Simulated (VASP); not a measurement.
Write the native input for VASP 6.6.1 that does the following.

| Quantity | Value |
| --- | --- |
| Task | single point |
| Functional | PBEsol |
| Potentials or basis | VASP PAW PBE potentials, release 64 (Si, Ni) |
| Cutoff | 520 eV |
| k mesh | 14 × 14 × 14 |
| Occupations | gaussian, width 0.15 eV |
| Spin | no spin polarisation |
| Dipole correction | no |
| Further INCAR settings | ALGO = Fast; EDIFF = 1e-06; NBANDS = 25 |

The structure of SiNi3 lies in POSCAR:

```
SiNi3
1.0
    3.4612457436      0.0000000000      0.0000000000
    0.0000000000      3.4612457436      0.0000000000
    0.0000000000      0.0000000000      3.4612457436
Si Ni
1 3
Direct
    0.0000000000      0.0000000000      0.0000000000
    0.0000000000      0.5361141650      0.5000000000
    0.5000000000      0.0361141650      0.5000000000
    0.5000000000      0.5361141650      0.0000000000
```

This cell differs from its parent crystal: all Ni atoms moved +0.125 Å, as atom 2 along Cartesian [0 1 0].

The input as run:

INCAR

```
  PREC = Accurate
  ENCUT = 520
  EDIFF = 1E-6
  ISMEAR = 0
  SIGMA = 0.15
  LREAL = F
  LASPH = T
  NELM = 60
  ALGO = Fast
  ISIF = 2
  LWAVE = F
  LCHARG = F
  GGA = PS
  NBANDS = 25
```

KPOINTS

```
Automatic mesh
0
Gamma
  14 14 14
```

Potentials or basis: VASP PAW PBE potentials, release 64 (Si, Ni).

Run with:

```sh
$ cat potpaw_PBE.64/Si/POTCAR potpaw_PBE.64/Ni/POTCAR > POTCAR
$ mpirun -np 1 vasp_std > vasp.out
```

Results of the run:

```json
{
 "Pressure": "1.1 GPa",
 "Largest force": "0.790 eV/Å",
 "Band gap on the k mesh": "zero (bands 17 and 18 overlap by 0.26 eV)"
}
```

Caveat: the cell differs from its parent crystal (all Ni atoms moved +0.125 Å, as atom 2 along Cartesian [0 1 0]); the PAW data sets were made with another functional, which shifts forces and pressure a little.

Wall time 2.6 min on 1 thread of Intel(R) Xeon(R) 6975P-C (Granite Rapids), on a shared host, peak memory 0.35 GiB.
